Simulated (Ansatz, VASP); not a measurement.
## One calculation of MgSe, two programs

The input INCAR:

```
PREC = Accurate ; ENCUT = 600
EDIFF = 1E-6 ; ISMEAR = 0
SIGMA = 0.02 ; LREAL = F
LASPH = T ; NELM = 120
ALGO = Normal ; ISIF = 2
LWAVE = F ; LCHARG = F
GGA = CA ; NBANDS = 11
GGA_COMPAT = F
```

KPOINTS

```
Automatic mesh
0
Gamma
  10 10 10
```

The input POSCAR:

```
MgSe
1.0
    0.0000000000      2.6958605979      2.6958605979
    2.6958605979      0.0000000000      2.6958605979
    2.6958605979      2.6958605979      0.0000000000
Mg Se
1 1
Direct
    0.0000000000      0.0000000000      0.0000000000
    0.5000000000      0.5000000000      0.5000000000
```

Input for Ansatz:

```yaml
crystal:
  lattice:
    - [0.0, 2.6958605979, 2.6958605979]
    - [2.6958605979, 0.0, 2.6958605979]
    - [2.6958605979, 2.6958605979, 0.0]
  atoms:
    - { symbol: Mg, position: [0.0, 0.0, 0.0] }
    - { symbol: Se, position: [0.5, 0.5, 0.5] }
basis:
  ecutwfc: 420
kpoints:
  mp_grid: { grid: [10, 10, 10] }
  band_path:
    path:
      - [[0.0, 0.0, 0.0], [0.5, 0.0, 0.5], [0.625, 0.25, 0.625]]
      - [[0.375, 0.375, 0.75], [0.0, 0.0, 0.0], [0.5, 0.5, 0.5], [0.5, 0.25, 0.75], [0.5, 0.0, 0.5]]
    npoints: 10
hamiltonian:
  xc: lda
  pseudopotentials: { kind: paw, azcp: { folder: soft_1 } }
scf:
  occupations: { method: gaussian, width: 0.02 }
  n_extra_bands: 7
output:
  forces: true
  stress: true
  eigenvalues: true
```

Alike in both runs: task single point; functional LDA; k mesh 10 × 10 × 10; occupations gaussian, width 0.02 eV; no spin polarisation.

|  | VASP | Ansatz |
| --- | --- | --- |
| version | VASP 6.6.1 | Ansatz 0.2.0 |
| potentials or method | VASP PAW LDA potentials, release 64 (Mg, Se), cutoff 600 eV | scalar-relativistic, plane waves, PAW |
| valence electrons in the cell | 8 | 26 |

Ansatz gave:

| Quantity | Value |
| --- | --- |
| gap on the k mesh at the Fermi level (eV) | 1.72 |
| least direct gap on the mesh (eV) | 2.60 |
| pressure (GPa) | 0.0 |

Task: Which values does VASP return?

Result: gap on the k mesh at the Fermi level (eV): 1.70; least direct gap on the mesh (eV): 2.62; pressure (GPa): -0.3.

Ansatz warns that its potentials were made for another functional, while VASP's fit it. LDA's correlation is that of Perdew and Zunger in VASP and of Perdew and Wang (1992) in Ansatz. VASP's potentials hold 8 valence electrons a cell and Ansatz's 26, so a difference there can come from the potentials and not from the codes.
